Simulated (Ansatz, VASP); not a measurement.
## P in VASP and in Ansatz

```xyz
4
Lattice="1.6255 -5.3912 0.0000 1.6255 5.3912 0.0000 0.0000 0.0000 4.4822" Properties=species:S:1:pos:R:3 pbc="T T T"
P     1.6255   -4.3576    2.6392
P     1.6255    4.3576    1.8430
P     1.6255   -1.0336    0.3981
P     1.6255    1.0336    4.0841
```

Alike in both runs: task single point; functional BLYP; k mesh 8 × 8 × 6; occupations fermi-dirac, width 0.05 eV; no spin polarisation.

|  | VASP | Ansatz |
| --- | --- | --- |
| version | VASP 6.6.1 | Ansatz 0.2.0 |
| potentials or method | VASP PAW PBE potentials, release 64 (P) | Ansatz PAW |
| plane-wave cutoff (eV) | 500 | 420 |
| valence electrons in the cell | 20 | 20 |

VASP gave:

- gap on the k mesh at the Fermi level (eV): 0.14
- least direct gap on the mesh (eV): 0.14
- pressure (GPa): 9.9
- traceless stress, the component that is largest in VASP (GPa): 1.47
- rms of the force components (eV/Å): 0.454

What did Ansatz give for the same quantities?

gap on the k mesh at the Fermi level (eV): 0.13; least direct gap on the mesh (eV): 0.13; pressure (GPa): 10.1; traceless stress, the component that is largest in VASP (GPa): 1.43; rms of the force components (eV/Å): 0.475.

VASP's potentials were made for PBE, not for BLYP. Atom by atom the forces differ by 0.022 eV/Å (rms over components). The functional is the same, so the differences come from potentials, cutoffs and numerics.
